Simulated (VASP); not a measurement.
**Pd: single point with LDA**

The system is Pd.

```
Pd
1.0
     0.00000    1.94490    2.03242
     1.94490    0.00000    2.03242
     1.94490    1.94490    0.00000
Pd
1
Direct
  0.00000 0.00000 0.00000
```

This cell differs from its parent crystal: strain +0.0450 x Voigt [0, 0, 1, 0, 0, 0].

```json
{"Program": "VASP 6.6.1", "Task": "single point", "Functional": "LDA", "Potentials or basis": "VASP PAW LDA potentials, release 64 (Pd)", "Cutoff": "520 eV", "k mesh": "20 × 20 × 20", "Occupations": "gaussian, width 0.15 eV", "Spin": "no spin polarisation", "Dipole correction": "no", "Further INCAR settings": "ALGO = Normal; EDIFF = 1e-06; NBANDS = 11"}
```

```json
{
 "Pressure": "-14.7 GPa",
 "Band gap on the k mesh": "zero (band 5 reaches 9.30 eV, above the bottom of band 6 at 7.69 eV)"
}
```

Stress tensor (GPa, compression positive):
```
-13.87   0.00   0.00
  0.00 -13.87   0.00
  0.00   0.00 -16.27
```

Levels at points of the mesh, in eV from the Fermi level:
```
           k point  band 3  band 4  band 5  band 6  band 7  band 8
(0.00, 0.00, 0.00)   -2.54   -2.54   -1.36   -0.94   17.15   20.99
(0.50, 0.00, 0.00)   -2.53   -0.10    0.06    1.05    6.94   16.40
(0.50, 0.50, 0.00)   -0.02    0.26    0.26    2.73    9.53   13.39
(0.50, 0.00, 0.50)   -0.05    0.13    0.41    3.55   10.68   12.50
```

Run time: 42 s on 1 thread of AMD EPYC 9R45 96-Core Processor (Zen 5), with other jobs on the host, peak memory 0.19 GiB.

Caveat: the cell differs from its parent crystal (strain +0.0450 x Voigt [0, 0, 1, 0, 0, 0]).
